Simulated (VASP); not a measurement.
# Hg (Fm-3m) in VASP: a series of runs, part 2 of 2

VASP 6.6.1.

### Step 3. Single point, r2SCAN (functional r2SCAN, strained)

The input, POSCAR:

```
Hg
1.0
    0.0000000000      2.4465187169      2.4465187169
    2.4465187169      0.0000000000      2.4465187169
    2.4465187169      2.4465187169      0.0000000000
Hg
1
Direct
    0.0000000000      0.0000000000      0.0000000000
```

The input, INCAR.step1:

```
SYSTEM = Hg
PREC = Accurate ; ENCUT = 520
ISMEAR = 0 ; SIGMA = 0.05
LREAL = .False. ; LASPH = .True.
NELM = 60 ; NBANDS = 12
GGA = PE ; ALGO = Normal
EDIFF = 1E-4 ; LWAVE = .True.
LCHARG = .False.
```

The input, INCAR.step2:

```
SYSTEM = Hg
PREC = Accurate ; ENCUT = 520
EDIFF = 1E-6 ; ISMEAR = 0
SIGMA = 0.05 ; LREAL = .False.
LASPH = .True. ; NELM = 60
ALGO = Normal ; ISIF = 2
LWAVE = .False. ; LCHARG = .False.
METAGGA = R2SCAN ; LMIXTAU = .True.
NBANDS = 12 ; ISTART = 1
```

The input, KPOINTS:

```
Automatic mesh
0
Gamma
  12 12 12
  0 0 0
```

Potentials or basis: VASP PAW PBE potentials, release 64 (Hg).

Started as:

```
cat potpaw_PBE.64/Hg/POTCAR > POTCAR
cp INCAR.step1 INCAR
mpirun -np 1 vasp_std > vasp.out
cp INCAR.step2 INCAR
mpirun -np 1 vasp_std > vasp.out
```

OUTCAR:

```text
SYSTEM = Hg
   PREC = Accurate
   ENCUT = 520
   EDIFF = 1E-6
   ISMEAR = 0
   LREAL = .False.
   LASPH = .True.
   NELM = 60
   ISIF = 2
   METAGGA = R2SCAN
   ISTART = 1

 ion  position               nearest neighbor table
   1  0.000  0.000  0.000-

  LATTYP: Found a face centered cubic cell.
 ALAT       =     4.8930374338

  Lattice vectors:

 A1 = (   0.0000000000,   2.4465187169,   2.4465187169)
 A2 = (   2.4465187169,   0.0000000000,   2.4465187169)
 A3 = (   2.4465187169,   2.4465187169,   0.0000000000)

Analysis of symmetry for initial positions (statically):
=====================================================================
 Subroutine PRICEL returns:
 Original cell was already a primitive cell.

 Routine SETGRP: Setting up the symmetry group for a
 face centered cubic supercell.

 Subroutine GETGRP returns: Found 48 space group operations
 (whereof 48 operations were pure point group operations)
 out of a pool of 48 trial point group operations.

The static configuration has the point symmetry O_h .

Analysis of symmetry for dynamics (positions and initial velocities):
=====================================================================
 Subroutine PRICEL returns:
 Original cell was already a primitive cell.

 Routine SETGRP: Setting up the symmetry group for a
 face centered cubic supercell.

 Subroutine GETGRP returns: Found 48 space group operations
 (whereof 48 operations were pure point group operations)
 out of a pool of 48 trial point group operations.

The dynamic configuration has the point symmetry O_h .

 Subroutine INISYM returns: Found 48 space group operations
 (whereof 48 operations are pure point group operations),
 and found     1 'primitive' translations

----------------------------------------------------------------------------------------

                                     Primitive cell

  volume of cell :      29.2870

  direct lattice vectors                    reciprocal lattice vectors
     0.000000000  2.446518717  2.446518717    -0.204372031  0.204372031  0.204372031
     2.446518717  0.000000000  2.446518717     0.204372031 -0.204372031  0.204372031
     2.446518717  2.446518717  0.000000000     0.204372031  0.204372031 -0.204372031

  length of vectors
     3.459899950  3.459899950  3.459899950     0.353982742  0.353982742  0.353982742

  position of ions in fractional coordinates (direct lattice)
     0.000000000  0.000000000  0.000000000

  ion indices of the primitive-cell ions
   primitive index   ion index
                 1           1

----------------------------------------------------------------------------------------

 KPOINTS: Automatic mesh

Automatic generation of k-mesh.
 Grid dimensions read from file:
 generate k-points for:   12   12   12

 Generating k-lattice:

  Cartesian coordinates                     Fractional coordinates (reciprocal lattice)
    -0.017031003  0.017031003  0.017031003     0.083333333  0.000000000  0.000000000
     0.017031003 -0.017031003  0.017031003     0.000000000  0.083333333  0.000000000
     0.017031003  0.017031003 -0.017031003     0.000000000  0.000000000  0.083333333

  Length of vectors
     0.029498562  0.029498562  0.029498562

  Shift w.r.t. Gamma in fractional coordinates (k-lattice)
     0.000000000  0.000000000  0.000000000

 Subroutine IBZKPT returns following result:
 ===========================================

 Found     72 irreducible k-points:

 Following reciprocal coordinates:
            Coordinates               Weight
  0.000000  0.000000  0.000000      1.000000
  0.083333  0.000000  0.000000      8.000000
  0.166667  0.000000  0.000000      8.000000
  0.250000  0.000000  0.000000      8.000000
  0.333333  0.000000  0.000000      8.000000
  0.416667  0.000000  0.000000      8.000000
[... 16 lines left out ...]
  0.500000  0.166667  0.000000     24.000000
 -0.416667  0.166667  0.000000     24.000000
 [... further k-points ...]
   k-points           NKPTS =     72   k-points in BZ     NKDIM =     72   number of bands    NBANDS=     12
   number of dos      NEDOS =    301   number of ions     NIONS =      1
   total plane-waves  NPLWV =  21952
   dimension x,y,z NGX =    28 NGY =   28 NGZ =   28
   dimension x,y,z NGXF=    56 NGYF=   56 NGZF=   56
   ions per type =               1
   NGX,Y,Z   is equivalent  to a cutoff of  13.45, 13.45, 13.45 a.u.
   NGXF,Y,Z  is equivalent  to a cutoff of  26.91, 26.91, 26.91 a.u.
 SYSTEM =  Hg
   PREC   = accura    normal or accurate (medium, high low for compatibility)
   ISTART =      1    job   : 0-new  1-cont  2-samecut
   ICHARG =      0    charge: 1-file 2-atom 10-const
   ISPIN  =      1    spin polarized calculation?
   LNONCOLLINEAR =      F non collinear calculations
   LSORBIT =      F    spin-orbit coupling
   LASPH  =      T    aspherical Exc in radial PAW
   ENCUT  =  520.0 eV  38.22 Ry    6.18 a.u.   6.43  6.43  6.43*2*pi/ulx,y,z
   NELM   =     60;   NELMIN=  2; NELMDL=  0     # of ELM steps
   EDIFF  = 0.1E-05   stopping-criterion for ELM
   LREAL  =      F    real-space projection
   EDIFFG = 0.1E-04   stopping-criterion for IOM
   NSW    =      0    number of steps for IOM
   IBRION =     -1    ionic relax: 0-MD 1-quasi-New 2-CG
   NFREE  =      0    steps in history (QN), initial steepest desc. (CG)
   ISIF   =      2    stress and relaxation
   ISYM   =      2    0-nonsym 1-usesym 2-fastsym
   POTIM  = 0.5000    time-step for ionic-motion
   TEBEG  =    0.0;   TEEND  =   0.0 temperature during run
   PSTRESS=    0.0 pullay stress
   NELECT =      12.0000    total number of electrons
   NUPDOWN=      -1.0000    fix difference up-down
   EMIN   =  10.00;   EMAX   =-10.00  energy-range for DOS
   EFERMI =   0.00;   METHOD = LEGACY
   ISMEAR =     0;   SIGMA  =   0.05  broadening in eV -4-tet -1-fermi 0-gaus
   EFERMI_NEDOS =   21; number of points for ismear=-14 and -15
   IALGO  =     38    algorithm
   IMIX   =      4    mixing-type and parameters
     AMIX     =   0.40;   BMIX     =  1.00
     AMIX_MAG =   1.60;   BMIX_MAG =  1.00
  volume/ion in A,a.u.               =      29.29       197.64
  Fermi-wavevector in a.u.,A,eV,Ry     =   1.215934  2.297782 20.116156  1.478496
  Thomas-Fermi vector in A             =   2.351305
   LORBIT       =      0    0 simple, 1 ext, 2 COOP (PROOUT), +10 PAW based schemes
   METAGGA = R2SCAN    functional components
   LHFCALC =     F    Hartree Fock is set to
   AEXX    =    0.0000 exact exchange contribution
   IVDW    =     0    specifies the selected vdW correction
   LEPSILON=     F    determine dielectric tensor
   LRPA    =     F    only Hartree local field effects (RPA)
 non-spin polarized calculation
 Gauss-broadening in eV      SIGMA  =   0.05
  energy-cutoff  :      520.00
  volume of cell :       29.29
 maximum number of plane-waves:       817
 NGX is ok and might be reduce to    28
   NGX = 13   NGY = 13   NGZ = 13

 number of electron      12.0000001 magnetization

 Free energy of the ion-electron system (eV)
  ---------------------------------------------------
  ext. energy  EPLUGINS =         0.00000000
  ---------------------------------------------------
  free energy    TOTEN  =       -49.34442435 eV

  energy without entropy =      -49.34416018  energy(sigma->0) =      -49.34429227

 E-fermi :   0.7415     XC(G=0): -10.1873

 val. band max:        0.7168748275   @ k =   0.5000   0.5000   0.0000
 cond. band min:       0.9760099725   @ k =   0.5000   0.0833   0.0000
 fundamental gap:      0.2591351450
 Fermi energy:         0.7415278893

 k-point     1 :       0.0000    0.0000    0.0000
  band No.  band energies     occupation
      1      -6.5060      2.00000
      2      -5.6519      2.00000
      3      -5.6519      2.00000
      4      -5.6519      2.00000
      5      -5.2455      2.00000
      6      -5.2455      2.00000
      7      14.3492      0.00000
      8      14.3492      0.00000
      9      14.3492      0.00000
     10      14.9100      0.00000
     11      18.3020      0.00000
     12      19.3411      0.00000
[... 331 lines left out ...]
 k-point    24 :      -0.4167    0.1667    0.0000
  band No.  band energies     occupation
      1      -5.9928      2.00000
      2      -5.6904      2.00000
      3      -5.4880      2.00000
      4      -5.1335      2.00000
      5      -4.9418      2.00000
      6      -0.8978      2.00000
      7       1.5434      0.00000
      8       8.5679      0.00000
      9      11.2421      0.00000
     10      13.4758      0.00000
     11      18.7086      0.00000
     12      19.2434      0.00000

 [... further k-points ...]
[... 5 lines left out ...]
  --------------------------------------------------------------------------------------
  -------------------------------------------------------------------------------------
  Total       -0.0448773     -0.0448773     -0.0448773      0.0000000      0.0000000      0.0000000
  in kB       -2.4550573     -2.4550573     -2.4550573      0.0000000      0.0000000      0.0000000
  external PRESSURE =      -2.4550573 kB  Pullay stress =       0.0000000 kB

 VOLUME and BASIS-vectors are now :
 -----------------------------------------------------------------------------
  energy-cutoff  :      520.00
  volume of cell :       29.29
      direct lattice vectors                 reciprocal lattice vectors
     0.000000000  2.446518717  2.446518717    -0.204372031  0.204372031  0.204372031
     2.446518717  0.000000000  2.446518717     0.204372031 -0.204372031  0.204372031
     2.446518717  2.446518717  0.000000000     0.204372031  0.204372031 -0.204372031

 POSITION                                       TOTAL-FORCE (eV/Angst)
 -----------------------------------------------------------------------------------
      0.00000      0.00000      0.00000        -0.000000      0.000000      0.000000
 -----------------------------------------------------------------------------------
    total drift:                                0.000000     -0.000000     -0.000000

  FREE ENERGIE OF THE ION-ELECTRON SYSTEM (eV)
  ---------------------------------------------------
  free  energy   TOTEN  =       -49.3444243507 eV

  energy  without entropy=      -49.3441601810  energy(sigma->0) =      -49.34429227
```

OSZICAR.step1:

```text
N       E                     dE             d eps       ncg     rms          rms(c)
DAV:   1     0.719688925597E+02    0.71969E+02   -0.63793E+03  1792   0.927E+02
DAV:   2     0.114835515197E+01   -0.70821E+02   -0.65745E+02  1888   0.219E+02
DAV:   3    -0.176273278958E+00   -0.13246E+01   -0.13238E+01  2064   0.335E+01
DAV:   4    -0.177620075994E+00   -0.13468E-02   -0.13468E-02  1980   0.114E+00
DAV:   5    -0.177622180054E+00   -0.21041E-05   -0.21041E-05  1632   0.437E-02    0.175E+00
DAV:   6    -0.166051394452E+00    0.11571E-01   -0.30495E-02  2092   0.192E+00    0.140E+00
DAV:   7    -0.165581776743E+00    0.46962E-03   -0.36498E-03  2000   0.561E-01    0.673E-01
DAV:   8    -0.165714683746E+00   -0.13291E-03   -0.44063E-04  1952   0.244E-01    0.213E-02
DAV:   9    -0.165734246367E+00   -0.19563E-04   -0.12222E-05  1052   0.290E-02
   1 F= -.16573425E+00 E0= -.16548304E+00  d E =-.502422E-03
```

Run time: 67 s. Hardware: 1 thread of Intel Xeon Platinum 8488C (Sapphire Rapids), shared host; peak memory 0.18 GiB.

Results:

```
Free energy            : -49.3444 eV
Pressure               : -0.2 GPa
Band gap on the k mesh : zero (band 6 reaches 0.72 eV, above the bottom of band 7 at 0.52 eV)
```

Levels at points of the mesh, in eV from the Fermi level:
| k point | band 2 | band 3 | band 4 | band 5 | band 6 | band 7 | band 8 | band 9 | band 10 | band 11 |
| --- | --- | --- | --- | --- | --- | --- | --- | --- | --- | --- |
| (0.00, 0.00, 0.00) | -6.39 | -6.39 | -6.39 | -5.99 | -5.99 | 13.61 | 13.61 | 13.61 | 14.17 | 17.56 |
| (0.50, 0.00, 0.00) | -6.39 | -6.39 | -5.63 | -5.63 | -1.72 | -0.22 | 11.51 | 11.51 | 13.34 | 16.34 |
| (0.50, 0.50, 0.00) | -6.91 | -5.66 | -5.54 | -5.54 | -0.02 | 0.96 | 7.05 | 7.05 | 10.79 | 12.48 |

Caveat: the cell differs from its parent crystal (functional r2SCAN, strained); the PAW data sets were made with another functional, which shifts forces and pressure a little; spin-orbit coupling is left out, which moves the levels of the heavy elements.
